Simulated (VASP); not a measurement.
# Lu (P6/mmm) in VASP: a series of runs

The runs below take Lu through single point, with PBE.

Everything below comes from runs of VASP 6.6.1. Logs are shortened: lines on timing, memory, paths and dates and some standing lists are left out, and cuts for length are marked.

## Step 1: The cell of the first run

Symmetry: P6/mmm, No. 191, hexagonal system. The conventional cell has a = 3.260 Å, b = 3.260 Å, c = 3.201 Å, α = 90.00°, β = 90.00°, γ = 120.00°. Within 4.2 Å of Lu (site symmetry 6/mmm) lie 8 Lu at 3.20 to 3.26 Å.

This isn't the form of Lu at room conditions, which is hcp.

## Step 2: Single point, PBE (29.46 Å³/atom)

Input file INCAR:

```
PREC = Accurate ; ENCUT = 520
EDIFF = 1E-6 ; ISMEAR = -1
SIGMA = 0.08 ; LREAL = F
LASPH = T ; NELM = 100
ALGO = Normal ; ISIF = 2
LWAVE = F ; LCHARG = F
GGA = PE ; NBANDS = 18
```

Input file KPOINTS:

```
regular mesh
0
Gamma
  13 13 12
```

Input file POSCAR:

```
Lu
1.0
    3.2598962382      0.0000000000      0.0000000000
   -1.6299481191      2.8231529560      0.0000000000
    0.0000000000      0.0000000000      3.2009422963
Lu
1
Direct
    0.0000000000      0.0000000000      0.0000000000
```

Potentials or basis: VASP PAW PBE potentials, release 64 (Lu).

Launch:

```
cat potpaw_PBE.64/Lu/POTCAR > POTCAR
mpirun -np 1 vasp_std > vasp.out
```

OUTCAR:

```text
PREC = Accurate
   ENCUT = 520
   EDIFF = 1E-6
   ISMEAR = -1
   LREAL = F
   LASPH = T
   NELM = 100
   ISIF = 2
   GGA = PE

 ion  position               nearest neighbor table
   1  0.000  0.000  0.000-

  LATTYP: Found a hexagonal cell.
 ALAT       =     3.2598962382
 C/A-ratio  =     0.9819153931

  Lattice vectors:

 A1 = (   3.2598962382,   0.0000000000,   0.0000000000)
 A2 = (  -1.6299481191,   2.8231529560,   0.0000000000)
 A3 = (   0.0000000000,   0.0000000000,   3.2009422963)

Analysis of symmetry for initial positions (statically):
=====================================================================
 Subroutine PRICEL returns:
 Original cell was already a primitive cell.

 Routine SETGRP: Setting up the symmetry group for a
 hexagonal supercell.

 Subroutine GETGRP returns: Found 24 space group operations
 (whereof 24 operations were pure point group operations)
 out of a pool of 24 trial point group operations.

The static configuration has the point symmetry D_6h.

Analysis of symmetry for dynamics (positions and initial velocities):
=====================================================================
 Subroutine PRICEL returns:
 Original cell was already a primitive cell.

 Routine SETGRP: Setting up the symmetry group for a
 hexagonal supercell.

 Subroutine GETGRP returns: Found 24 space group operations
 (whereof 24 operations were pure point group operations)
 out of a pool of 24 trial point group operations.

The dynamic configuration has the point symmetry D_6h.

 Subroutine INISYM returns: Found 24 space group operations
 (whereof 24 operations are pure point group operations),
 and found     1 'primitive' translations

----------------------------------------------------------------------------------------

                                     Primitive cell

  volume of cell :      29.4589

  direct lattice vectors                    reciprocal lattice vectors
     3.259896238  0.000000000  0.000000000     0.306758230  0.177106947  0.000000000
    -1.629948119  2.823152956  0.000000000     0.000000000  0.354213893  0.000000000
     0.000000000  0.000000000  3.200942296     0.000000000  0.000000000  0.312408006

  length of vectors
     3.259896238  3.259896238  3.200942296     0.354213893  0.354213893  0.312408006

  position of ions in fractional coordinates (direct lattice)
     0.000000000  0.000000000  0.000000000

  ion indices of the primitive-cell ions
   primitive index   ion index
                 1           1

----------------------------------------------------------------------------------------

 KPOINTS: regular mesh

Automatic generation of k-mesh.
 Grid dimensions read from file:
 generate k-points for:   13   13   12

 Generating k-lattice:

  Cartesian coordinates                     Fractional coordinates (reciprocal lattice)
     0.023596787  0.013623611  0.000000000     0.076923077 -0.000000000  0.000000000
     0.000000000  0.027247223  0.000000000     0.000000000  0.076923077  0.000000000
     0.000000000  0.000000000  0.026034000     0.000000000  0.000000000  0.083333333

  Length of vectors
     0.027247223  0.027247223  0.026034000

  Shift w.r.t. Gamma in fractional coordinates (k-lattice)
     0.000000000  0.000000000  0.000000000

 Subroutine IBZKPT returns following result:
 ===========================================

 Found    147 irreducible k-points:

 Following reciprocal coordinates:
            Coordinates               Weight
  0.000000  0.000000  0.000000      1.000000
  0.076923 -0.000000  0.000000      6.000000
  0.153846  0.000000  0.000000      6.000000
  0.230769 -0.000000  0.000000      6.000000
  0.307692  0.000000  0.000000      6.000000
  0.384615 -0.000000  0.000000      6.000000
[... 16 lines left out ...]
  0.076923 -0.000000  0.083333     12.000000
  0.153846  0.000000  0.083333     12.000000
 [... further k-points ...]
   k-points           NKPTS =    147   k-points in BZ     NKDIM =    147   number of bands    NBANDS=     18
   number of dos      NEDOS =    301   number of ions     NIONS =      1
   total plane-waves  NPLWV =  13824
   dimension x,y,z NGX =    24 NGY =   24 NGZ =   24
   dimension x,y,z NGXF=    48 NGYF=   48 NGZF=   48
   ions per type =               1
   NGX,Y,Z   is equivalent  to a cutoff of  12.24, 12.24, 12.46 a.u.
   NGXF,Y,Z  is equivalent  to a cutoff of  24.48, 24.48, 24.93 a.u.
 SYSTEM =  unknown system
   PREC   = accura    normal or accurate (medium, high low for compatibility)
   ISTART =      0    job   : 0-new  1-cont  2-samecut
   ICHARG =      2    charge: 1-file 2-atom 10-const
   ISPIN  =      1    spin polarized calculation?
   LNONCOLLINEAR =      F non collinear calculations
   LSORBIT =      F    spin-orbit coupling
   LASPH  =      T    aspherical Exc in radial PAW
   ENCUT  =  520.0 eV  38.22 Ry    6.18 a.u.   6.06  6.06  5.95*2*pi/ulx,y,z
   NELM   =    100;   NELMIN=  2; NELMDL= -5     # of ELM steps
   EDIFF  = 0.1E-05   stopping-criterion for ELM
   LREAL  =      F    real-space projection
[... 7 lines left out ...]
   TEBEG  =    0.0;   TEEND  =   0.0 temperature during run
   PSTRESS=    0.0 pullay stress
   NELECT =      25.0000    total number of electrons
   NUPDOWN=      -1.0000    fix difference up-down
   EMIN   =  10.00;   EMAX   =-10.00  energy-range for DOS
   EFERMI =   0.00;   METHOD = LEGACY
   ISMEAR =    -1;   SIGMA  =   0.08  broadening in eV -4-tet -1-fermi 0-gaus
   EFERMI_NEDOS =   21; number of points for ismear=-14 and -15
   IALGO  =     38    algorithm
   IMIX   =      4    mixing-type and parameters
     AMIX     =   0.40;   BMIX     =  1.00
     AMIX_MAG =   1.60;   BMIX_MAG =  1.00
  volume/ion in A,a.u.               =      29.46       198.80
  Fermi-wavevector in a.u.,A,eV,Ry     =   1.549945  2.928970 32.685658  2.402328
  Thomas-Fermi vector in A             =   2.654679
   LORBIT       =      0    0 simple, 1 ext, 2 COOP (PROOUT), +10 PAW based schemes
   GGA     = PE    functional components
   LHFCALC =     F    Hartree Fock is set to
   AEXX    =    0.0000 exact exchange contribution
   IVDW    =     0    specifies the selected vdW correction
   LEPSILON=     F    determine dielectric tensor
   LRPA    =     F    only Hartree local field effects (RPA)
 non-spin polarized calculation
  energy-cutoff  :      520.00
  volume of cell :       29.46
 maximum number of plane-waves:       816
   NGX = 13   NGY = 13   NGZ = 11

 number of electron      24.9999998 magnetization

 Free energy of the ion-electron system (eV)
  ---------------------------------------------------
  ext. energy  EPLUGINS =         0.00000000
  ---------------------------------------------------
  free energy    TOTEN  =        -4.04419751 eV

  energy without entropy =       -3.99763049  energy(sigma->0) =       -4.02091400

 E-fermi :   2.1096     XC(G=0): -10.5798

 val. band max:        2.1003002430   @ k =   0.3077   0.0769   0.2500
 cond. band min:       2.1165738796   @ k =   0.3077   0.2308   0.2500
 fundamental gap:      0.0162736365
 Fermi energy:         2.1096135326

 k-point     1 :       0.0000    0.0000    0.0000
  band No.  band energies     occupation
      1     -54.2432      2.00000
      2     -24.7370      2.00000
      3     -24.5613      2.00000
      4     -24.5613      2.00000
      5      -3.7748      2.00000
      6      -3.0336      2.00000
[... 10 lines left out ...]
     17       8.7793      0.00000
     18      12.5029      0.00000

 k-point     2 :       0.0769   -0.0000    0.0000
  band No.  band energies     occupation
      1     -54.2408      2.00000
      2     -24.7326      2.00000
      3     -24.6009      2.00000
      4     -24.5702      2.00000
      5      -3.6083      2.00000
      6      -3.0287      2.00000
[... 10 lines left out ...]
     17       8.7337      0.00000
     18      13.0422      0.00000

 k-point     3 :       0.1538    0.0000    0.0000
  band No.  band energies     occupation
      1     -54.2341      2.00000
      2     -24.7207      2.00000
      3     -24.7093      2.00000
      4     -24.5948      2.00000
      5      -3.1341      2.00000
      6      -3.0148      2.00000
[... 10 lines left out ...]
     17       8.6103      0.00000
     18      14.2326      0.00000

 k-point     4 :       0.2308   -0.0000    0.0000
  band No.  band energies     occupation
      1     -54.2246      2.00000
      2     -24.8584      2.00000
      3     -24.7037      2.00000
      4     -24.6293      2.00000
      5      -3.0127      2.00000
      6      -2.9908      2.00000
[... 10 lines left out ...]
     17       8.4428      0.00000
     18      12.8071      0.00000

 k-point     5 :       0.3077    0.0000    0.0000
  band No.  band energies     occupation
      1     -54.2145      2.00000
      2     -25.0124      2.00000
      3     -24.6857      2.00000
      4     -24.6656      2.00000
      5      -3.0268      2.00000
      6      -2.9936      2.00000
[... 10 lines left out ...]
     17       8.2727      0.00000
     18      11.6368      0.00000

 k-point     6 :       0.3846   -0.0000    0.0000
  band No.  band energies     occupation
      1     -54.2061      2.00000
      2     -25.1370      2.00000
      3     -24.6955      2.00000
      4     -24.6707      2.00000
      5      -3.0381      2.00000
      6      -3.0021      2.00000
[... 10 lines left out ...]
     17       8.1976      0.00000
     18      11.0352      0.00000

 k-point     7 :       0.4615    0.0000    0.0000
  band No.  band energies     occupation
      1     -54.2014      2.00000
      2     -25.2062      2.00000
      3     -24.7123      2.00000
      4     -24.6621      2.00000
      5      -3.0442      2.00000
      6      -3.0079      2.00000
[... 10 lines left out ...]
     17       9.2305      0.00000
     18      10.9703      0.00000

 k-point     8 :       0.0769    0.0769    0.0000
  band No.  band energies     occupation
      1     -54.2362      2.00000
      2     -24.7245      2.00000
      3     -24.6732      2.00000
      4     -24.5887      2.00000
      5      -3.2869      2.00000
      6      -3.0192      2.00000
[... 10 lines left out ...]
     17       8.6351      0.00000
     18      13.8884      0.00000
[... 229 lines left out ...]
     17       8.6267      0.00000
     18      10.0312      0.00000

 k-point    20 :       0.3846    0.2308    0.0000
  band No.  band energies     occupation
      1     -54.1967      2.00000
      2     -25.1147      2.00000
      3     -24.8988      2.00000
      4     -24.6538      2.00000
      5      -3.0341      2.00000
      6      -3.0155      2.00000
[... 10 lines left out ...]
     17       8.9091      0.00000
     18       9.7076      0.00000

 k-point    21 :       0.3077    0.3077    0.0000
  band No.  band energies     occupation
      1     -54.1959      2.00000
      2     -25.0644      2.00000
      3     -24.9668      2.00000
      4     -24.6523      2.00000
      5      -3.0293      2.00000
      6      -3.0190      2.00000
[... 10 lines left out ...]
     17       8.5521      0.00000
     18       9.9614      0.00000

 k-point    22 :       0.0000    0.0000    0.0833
  band No.  band energies     occupation
      1     -54.2414      2.00000
      2     -24.7751      2.00000
      3     -24.5583      2.00000
      4     -24.5583      2.00000
      5      -3.6332      2.00000
      6      -3.0331      2.00000
[... 10 lines left out ...]
     17       8.5472      0.00000
     18      11.9144      0.00000

 k-point    23 :       0.0769   -0.0000    0.0833
  band No.  band energies     occupation
      1     -54.2390      2.00000
      2     -24.7707      2.00000
      3     -24.5978      2.00000
      4     -24.5672      2.00000
      5      -3.4673      2.00000
      6      -3.0282      2.00000
[... 10 lines left out ...]
     17       8.4973      0.00000
     18      12.4480      0.00000

 k-point    24 :       0.1538    0.0000    0.0833
  band No.  band energies     occupation
      1     -54.2323      2.00000
      2     -24.7586      2.00000
      3     -24.7054      2.00000
      4     -24.5918      2.00000
      5      -3.0219      2.00000
      6      -3.0143      2.00000
[... 10 lines left out ...]
     17       8.3632      0.00000
     18      13.5211      0.00000

 [... further k-points ...]

------------------------ aborting loop because EDIFF is reached ----------------------------------------

  FORCE on cell =-STRESS in cart. coord.  units (eV):
  Direction    XX          YY          ZZ          XY          YZ          ZX
  --------------------------------------------------------------------------------------
  -------------------------------------------------------------------------------------
  Total        0.3423253      0.3423253      0.3285402      0.0000000      0.0000000      0.0000000
  in kB       18.6180211     18.6180211     17.8682929      0.0000000      0.0000000      0.0000000
  external PRESSURE =      18.3681117 kB  Pullay stress =       0.0000000 kB

 VOLUME and BASIS-vectors are now :
 -----------------------------------------------------------------------------
  energy-cutoff  :      520.00
  volume of cell :       29.46
      direct lattice vectors                 reciprocal lattice vectors
     3.259896238  0.000000000  0.000000000     0.306758230  0.177106947  0.000000000
    -1.629948119  2.823152956  0.000000000     0.000000000  0.354213893  0.000000000
     0.000000000  0.000000000  3.200942296     0.000000000  0.000000000  0.312408006

 POSITION                                       TOTAL-FORCE (eV/Angst)
 -----------------------------------------------------------------------------------
      0.00000      0.00000      0.00000        -0.000000      0.000000      0.000000
 -----------------------------------------------------------------------------------
    total drift:                                0.000000      0.000000      0.000000

  FREE ENERGIE OF THE ION-ELECTRON SYSTEM (eV)
  ---------------------------------------------------
  free  energy   TOTEN  =        -4.0441975128 eV

  energy  without entropy=       -3.9976304910  energy(sigma->0) =       -4.02091400
```

Run time: 21 s. Hardware: 1 thread of Intel Xeon 6975P-C (Granite Rapids), shared host; peak memory 0.2 GiB.

Results:

| Item | Value |
| --- | --- |
| Free energy | -4.0442 eV |
| Pressure | 1.8 GPa |
| Band gap on the k mesh | zero (an odd number of electrons rules out a gap without spin polarisation) |

Caveat: spin-orbit coupling is left out, which moves the levels of the heavy elements.

## Step 3: Single point, PBE

This run uses another cell than the first one, of 31.01 Å³/atom.

Input file INCAR:

```
SYSTEM = Lu
PREC     = Accurate       ! precision mode
ENCUT    = 520            ! plane-wave cutoff, eV
EDIFF    = 1E-6           ! SCF threshold, eV
ISMEAR   = -1             ! smearing method
SIGMA    = 0.08           ! smearing width, eV
LREAL    = .False.        ! projectors in reciprocal space
LASPH    = .True.         ! aspherical terms in the spheres
NELM     = 80             ! most SCF steps
ALGO     = Normal         ! electronic algorithm
ISIF     = 2              ! what is computed and relaxed
LWAVE    = .False.        ! write WAVECAR
LCHARG   = .False.        ! write CHGCAR
GGA      = PE             ! functional
NBANDS   = 18             ! bands
```

Input file KPOINTS:

```
Automatic mesh
0
Gamma
  13 13 12
  0 0 0
```

Input file POSCAR:

```
Lu
1.0
    3.3082811502      0.0000000000      0.0000000000
   -1.6541405751      2.8650555189      0.0000000000
    0.0000000000      0.0000000000      3.2715756911
Lu
1
Direct
    0.0000000000      0.0000000000      0.0000000000
```

Potentials or basis: VASP PAW PBE potentials, release 64 (Lu).

Launch:

```
cat potpaw_PBE.64/Lu/POTCAR > POTCAR
mpirun -np 1 vasp_std > vasp.out
```

It took 29 s on 1 thread of Intel Xeon 6975P-C (Granite Rapids), shared host; peak memory 0.22 GiB.

It converged, with:

```yaml
Free_energy: -4.0548 eV
Pressure: -0.1 GPa
Band_gap_on_the_k_mesh: zero (an odd number of electrons rules out a gap without spin polarisation)
```

Levels at points of the mesh, in eV from the Fermi level:
| k point | band 10 | band 11 | band 12 | band 13 | band 14 | band 15 | band 16 | band 17 |
| --- | --- | --- | --- | --- | --- | --- | --- | --- |
| (0.00, 0.00, 0.00) | -5.15 | -5.15 | -5.08 | -0.31 | 2.35 | 2.35 | 6.33 | 6.33 |
| (0.00, 0.00, 0.50) | -5.13 | -5.08 | -3.05 | -0.59 | 2.90 | 2.90 | 4.11 | 4.11 |

Caveat: spin-orbit coupling is left out, which moves the levels of the heavy elements.
